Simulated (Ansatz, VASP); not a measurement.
# Two plane-wave programs on AlN

```
Al N
1.0
     3.11358    0.00000    0.00000
    -1.55679    2.69644    0.00000
     0.00000    0.00000    4.98313
Al N
2 2
Direct
  0.33333 0.66667 0.94690
  0.66667 0.33333 0.44690
  0.33333 0.66667 0.43510
  0.66667 0.33333 0.93510
```

Change from the starting cell: polar distortion scaled by 0.10.

Alike in both runs: task single point; functional LDA; k mesh 9 × 9 × 6; no spin polarisation.

```csv
,VASP,Ansatz
version,VASP 6.6.1,Ansatz 0.2.0
potentials or method,"VASP PAW LDA potentials, release 64 (Al, N), cutoff 520 eV","scalar-relativistic, plane waves, PAW"
occupations,"gaussian, width 0.01 eV",fixed
valence electrons in the cell,16,16
```

Ansatz gave:

```
gap on the k mesh at the Fermi level (eV)                     : 2.75
least direct gap on the mesh (eV)                             : 2.75
pressure (GPa)                                                : 3.3
traceless stress, the component that is largest in VASP (GPa) : -17.75
rms of the force components (eV/Å)                            : 0.198
```

Q: Which values does VASP return?

A: gap on the k mesh at the Fermi level (eV): 2.76; least direct gap on the mesh (eV): 2.76; pressure (GPa): 4.0; traceless stress, the component that is largest in VASP (GPa): -18.56; rms of the force components (eV/Å): 0.202.

Ansatz warns that its potentials were made for another functional, while VASP's fit it. LDA's correlation is that of Perdew and Zunger in VASP and of Perdew and Wang (1992) in Ansatz. Atom by atom the forces differ by 0.004 eV/Å (rms over components).
